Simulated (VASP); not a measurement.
# TiAl (P-6m2) in VASP: notebook

Runs on TiAl. Level: LDA. Tasks: single point.

Program: VASP 6.6.1. These are calculated values, not measurements. Logs are shortened: lines on timing, memory, paths and dates and some standing lists are left out, and cuts for length are marked.

## (1) The cell of the first run

Symmetry: P-6m2, No. 187, hexagonal system. The conventional cell has a = 2.695 Å, b = 2.695 Å, c = 4.399 Å, α = 90.00°, β = 90.00°, γ = 120.00°. Ti (site symmetry -6m2) has 6 Al at 2.69 Å and 6 Ti at 2.69 Å within 3.6 Å. Al (site symmetry -6m2) has 6 Ti at 2.69 Å and 6 Al at 2.69 Å within 3.6 Å.

## (2) Single point, LDA, collinear spin, ferromagnetic start

INCAR reads:

```
PREC = Accurate
ENCUT = 520
EDIFF = 1E-7
ISMEAR = 0
SIGMA = 0.15
LREAL = False
LASPH = True
NELM = 150
ALGO = Normal
ISIF = 2
LWAVE = False
LCHARG = False
ISPIN = 2
MAGMOM = 0.75 0
LORBIT = 11
NUPDOWN = 0.75
LMAXMIX = 4
NBANDS = 18
```

KPOINTS reads:

```
Automatic mesh
0
Gamma
  21 21 12
```

POSCAR reads:

```
TiAl
1.0
    2.6946785905      0.0000000000      0.0000000000
   -1.3473392953      2.3336601144      0.0000000000
    0.0000000000      0.0000000000      4.3985304247
Ti Al
1 1
Direct
    0.0000000000      0.0000000000      0.0000000000
    0.3333333333      0.6666666667      0.5000000000
```

Potentials or basis: VASP PAW LDA potentials, release 64 (Ti_sv, Al).

Command:

```console
> cat potpaw_LDA.64/Ti_sv/POTCAR potpaw_LDA.64/Al/POTCAR > POTCAR
> mpirun -np 1 vasp_std > vasp.out
```

OUTCAR:

```text
PREC = Accurate
   ENCUT = 520
   EDIFF = 1E-7
   ISMEAR = 0
   LREAL = False
   LASPH = True
   NELM = 150
   ISIF = 2
   ISPIN = 2
   LORBIT = 11
   NUPDOWN = 0.75

 ion  position               nearest neighbor table
   1  0.000  0.000  0.000-   2 2.69   2 2.69   2 2.69   2 2.69   2 2.69   2 2.69
   2  0.333  0.667  0.500-   1 2.69   1 2.69   1 2.69   1 2.69   1 2.69   1 2.69

  LATTYP: Found a hexagonal cell.
 ALAT       =     2.6946785905
 C/A-ratio  =     1.6323024350

  Lattice vectors:

 A1 = (   2.6946785905,   0.0000000000,   0.0000000000)
 A2 = (  -1.3473392953,   2.3336601144,   0.0000000000)
 A3 = (   0.0000000000,   0.0000000000,   4.3985304247)

Analysis of symmetry for initial positions (statically):
=====================================================================
 Subroutine PRICEL returns:
 Original cell was already a primitive cell.

 Routine SETGRP: Setting up the symmetry group for a
 hexagonal supercell.

 Subroutine GETGRP returns: Found 12 space group operations
 (whereof 12 operations were pure point group operations)
 out of a pool of 24 trial point group operations.

The static configuration has the point symmetry D_3h.

Analysis of symmetry for dynamics (positions and initial velocities):
=====================================================================
 Subroutine PRICEL returns:
 Original cell was already a primitive cell.

 Routine SETGRP: Setting up the symmetry group for a
 hexagonal supercell.

 Subroutine GETGRP returns: Found 12 space group operations
 (whereof 12 operations were pure point group operations)
 out of a pool of 24 trial point group operations.

The dynamic configuration has the point symmetry D_3h.

Analysis of structural, dynamic, and magnetic symmetry:
=====================================================================
 Subroutine PRICEL returns:
 Original cell was already a primitive cell.

 Routine SETGRP: Setting up the symmetry group for a
 hexagonal supercell.

 Subroutine GETGRP returns: Found 12 space group operations
 (whereof 12 operations were pure point group operations)
 out of a pool of 24 trial point group operations.

The overall configuration has the point symmetry D_3h.

 Subroutine INISYM returns: Found 12 space group operations
 (whereof 12 operations are pure point group operations),
 and found     1 'primitive' translations

----------------------------------------------------------------------------------------

                                     Primitive cell

  volume of cell :      27.6600

  direct lattice vectors                    reciprocal lattice vectors
     2.694678591  0.000000000  0.000000000     0.371101772  0.214255708  0.000000000
    -1.347339295  2.333660114  0.000000000     0.000000000  0.428511416  0.000000000
     0.000000000  0.000000000  4.398530425     0.000000000  0.000000000  0.227348660

  length of vectors
     2.694678591  2.694678591  4.398530425     0.428511416  0.428511416  0.227348660

  position of ions in fractional coordinates (direct lattice)
     0.000000000  0.000000000  0.000000000
     0.333333333  0.666666667  0.500000000

  ion indices of the primitive-cell ions
   primitive index   ion index
                 1           1
                 2           2

----------------------------------------------------------------------------------------

 KPOINTS: Automatic mesh

Automatic generation of k-mesh.
 Grid dimensions read from file:
 generate k-points for:   21   21   12

 Generating k-lattice:

  Cartesian coordinates                     Fractional coordinates (reciprocal lattice)
     0.017671513  0.010202653  0.000000000     0.047619048  0.000000000  0.000000000
     0.000000000  0.020405306  0.000000000     0.000000000  0.047619048  0.000000000
     0.000000000  0.000000000  0.018945722     0.000000000  0.000000000  0.083333333

  Length of vectors
     0.020405306  0.020405306  0.018945722

  Shift w.r.t. Gamma in fractional coordinates (k-lattice)
     0.000000000  0.000000000  0.000000000

 Subroutine IBZKPT returns following result:
 ===========================================

 Found    336 irreducible k-points:

 Following reciprocal coordinates:
            Coordinates               Weight
  0.000000  0.000000  0.000000      1.000000
  0.047619  0.000000  0.000000      6.000000
  0.095238  0.000000  0.000000      6.000000
  0.142857  0.000000  0.000000      6.000000
  0.190476  0.000000  0.000000      6.000000
  0.238095 -0.000000  0.000000      6.000000
[... 16 lines left out ...]
  0.142857  0.095238  0.000000     12.000000
  0.190476  0.095238  0.000000     12.000000
 [... further k-points ...]
   k-points           NKPTS =    336   k-points in BZ     NKDIM =    336   number of bands    NBANDS=     18
   number of dos      NEDOS =    301   number of ions     NIONS =      2
   total plane-waves  NPLWV =  14400
   dimension x,y,z NGX =    20 NGY =   20 NGZ =   36
   dimension x,y,z NGXF=    40 NGYF=   40 NGZF=   72
   ions per type =               1   1
   NGX,Y,Z   is equivalent  to a cutoff of  12.34, 12.34, 13.61 a.u.
   NGXF,Y,Z  is equivalent  to a cutoff of  24.68, 24.68, 27.21 a.u.
 SYSTEM =  unknown system
   PREC   = accura    normal or accurate (medium, high low for compatibility)
   ISTART =      0    job   : 0-new  1-cont  2-samecut
   ICHARG =      2    charge: 1-file 2-atom 10-const
   ISPIN  =      2    spin polarized calculation?
   LNONCOLLINEAR =      F non collinear calculations
   LSORBIT =      F    spin-orbit coupling
   LASPH  =      T    aspherical Exc in radial PAW
   ENCUT  =  520.0 eV  38.22 Ry    6.18 a.u.   5.01  5.01  8.18*2*pi/ulx,y,z
   NELM   =    150;   NELMIN=  2; NELMDL= -5     # of ELM steps
   EDIFF  = 0.1E-06   stopping-criterion for ELM
   LREAL  =      F    real-space projection
   EDIFFG = 0.1E-05   stopping-criterion for IOM
   NSW    =      0    number of steps for IOM
   IBRION =     -1    ionic relax: 0-MD 1-quasi-New 2-CG
   NFREE  =      0    steps in history (QN), initial steepest desc. (CG)
   ISIF   =      2    stress and relaxation
   ISYM   =      2    0-nonsym 1-usesym 2-fastsym
   POTIM  = 0.5000    time-step for ionic-motion
   TEBEG  =    0.0;   TEEND  =   0.0 temperature during run
   PSTRESS=    0.0 pullay stress
   NELECT =      15.0000    total number of electrons
   NUPDOWN=       0.7500    fix difference up-down
   EMIN   =  10.00;   EMAX   =-10.00  energy-range for DOS
   EFERMI =   0.00;   METHOD = LEGACY
   ISMEAR =     0;   SIGMA  =   0.15  broadening in eV -4-tet -1-fermi 0-gaus
   EFERMI_NEDOS =   21; number of points for ismear=-14 and -15
   IALGO  =     38    algorithm
   IMIX   =      4    mixing-type and parameters
     AMIX     =   0.40;   BMIX     =  1.00
     AMIX_MAG =   1.60;   BMIX_MAG =  1.00
  volume/ion in A,a.u.               =      13.83        93.33
  Fermi-wavevector in a.u.,A,eV,Ry     =   1.335020  2.522822 24.249379  1.782279
  Thomas-Fermi vector in A             =   2.463757
   LORBIT       =     11    0 simple, 1 ext, 2 COOP (PROOUT), +10 PAW based schemes
   GGA     = CA    functional components
   LHFCALC =     F    Hartree Fock is set to
   AEXX    =    0.0000 exact exchange contribution
   IVDW    =     0    specifies the selected vdW correction
   LEPSILON=     F    determine dielectric tensor
   LRPA    =     F    only Hartree local field effects (RPA)
 spin polarized calculation
 Gauss-broadening in eV      SIGMA  =   0.15
  energy-cutoff  :      520.00
  volume of cell :       27.66
 maximum number of plane-waves:       768
 NGX is ok and might be reduce to    20
   NGX =  9   NGY =  9   NGZ = 17

 number of electron      14.9999995 magnetization       0.7500000

 Free energy of the ion-electron system (eV)
  ---------------------------------------------------
  ext. energy  EPLUGINS =         0.00000000
  ---------------------------------------------------
  free energy    TOTEN  =       -12.98786246 eV

  energy without entropy =      -12.97045607  energy(sigma->0) =      -12.97915926

 E-fermi :   9.5522     XC(G=0): -11.9687

 val. band max:        9.9742108278   @ k =   0.1429   0.0952   0.2500
 cond. band min:       9.5548458731   @ k =   0.3810   0.0952   0.2500
 fundamental gap:     -0.4193649547
 Fermi energy:         9.9811874358

 spin component 1

 k-point     1 :       0.0000    0.0000    0.0000
  band No.  band energies     occupation
      1     -45.8992      1.00000
      2     -22.6488      1.00000
      3     -21.9449      1.00000
      4     -21.9449      1.00000
      5      -0.2438      1.00000
      6       6.9908      1.00000
[... 10 lines left out ...]
     17      25.4178      0.00000
     18      28.4253      0.00000
[... 463 lines left out ...]
 k-point    24 :       0.1905    0.0952    0.0000
  band No.  band energies     occupation
      1     -45.7946      1.00000
      2     -22.5528      1.00000
      3     -22.4757      1.00000
      4     -22.0907      1.00000
      5       1.4974      1.00000
      6       7.6672      1.00000
[... 10 lines left out ...]
     17      26.4761      0.00000
     18      28.1314      0.00000

 [... further k-points ...]

 spin component 2

 k-point     1 :       0.0000    0.0000    0.0000
  band No.  band energies     occupation
      1     -45.5516      1.00000
      2     -22.3288      1.00000
      3     -21.5864      1.00000
      4     -21.5864      1.00000
      5      -0.0233      1.00000
      6       7.4275      1.00000
[... 10 lines left out ...]
     17      25.5810      0.00000
     18      28.6511      0.00000
[... 463 lines left out ...]
 k-point    24 :       0.1905    0.0952    0.0000
  band No.  band energies     occupation
      1     -45.4478      1.00000
      2     -22.2329      1.00000
      3     -22.1130      1.00000
      4     -21.7311      1.00000
      5       1.7147      1.00000
      6       7.9454      1.00000
[... 10 lines left out ...]
     17      26.7248      0.00000
     18      28.4193      0.00000

 [... further k-points ...]

------------------------ aborting loop because EDIFF is reached ----------------------------------------

  FORCE on cell =-STRESS in cart. coord.  units (eV):
  Direction    XX          YY          ZZ          XY          YZ          ZX
  --------------------------------------------------------------------------------------
  -------------------------------------------------------------------------------------
  Total        3.4262600      3.4262600      3.4825324     -0.0000000      0.0000000      0.0000000
  in kB      198.4626238    198.4626238    201.7221416     -0.0000000      0.0000000      0.0000000
  external PRESSURE =     199.5491297 kB  Pullay stress =       0.0000000 kB

 VOLUME and BASIS-vectors are now :
 -----------------------------------------------------------------------------
  energy-cutoff  :      520.00
  volume of cell :       27.66
      direct lattice vectors                 reciprocal lattice vectors
     2.694678591  0.000000000  0.000000000     0.371101772  0.214255708  0.000000000
    -1.347339295  2.333660114  0.000000000     0.000000000  0.428511416  0.000000000
     0.000000000  0.000000000  4.398530425     0.000000000  0.000000000  0.227348660

 POSITION                                       TOTAL-FORCE (eV/Angst)
 -----------------------------------------------------------------------------------
      0.00000      0.00000      0.00000        -0.000000      0.000000      0.000000
     -0.00000      1.55577      2.19927         0.000000      0.000000      0.000000
 -----------------------------------------------------------------------------------
    total drift:                                0.000000     -0.000000      0.000000

  FREE ENERGIE OF THE ION-ELECTRON SYSTEM (eV)
  ---------------------------------------------------
  free  energy   TOTEN  =       -12.9878624550 eV

  energy  without entropy=      -12.9704560658  energy(sigma->0) =      -12.97915926

 total charge

# of ion       s       p       d       tot
------------------------------------------
    1        2.258   6.175   2.110  10.543
    2        0.451   0.455   0.000   0.906
--------------------------------------------------
tot          2.709   6.630   2.110  11.449

 magnetization (x)

# of ion       s       p       d       tot
------------------------------------------
    1        0.009   0.054   0.379   0.441
    2        0.006   0.026   0.000   0.031
--------------------------------------------------
tot          0.014   0.079   0.379   0.473
```

Wall time 6.7 min (1 thread of Oxide Virtual Turin-like, shared host); peak memory 0.3 GiB.

Results:

```
Free energy                                           : -12.9879 eV
Pressure                                              : 20.0 GPa
Net moment                                            : 0.75 μB per cell
Site moments                                          : Ti +0.44; Al +0.03 μB
Valence electrons inside the program's atomic spheres : Ti 10.54; Al 0.91
```

Caveat: the total moment is fixed, so each spin has its own Fermi level.

[end of part 1 of 3]
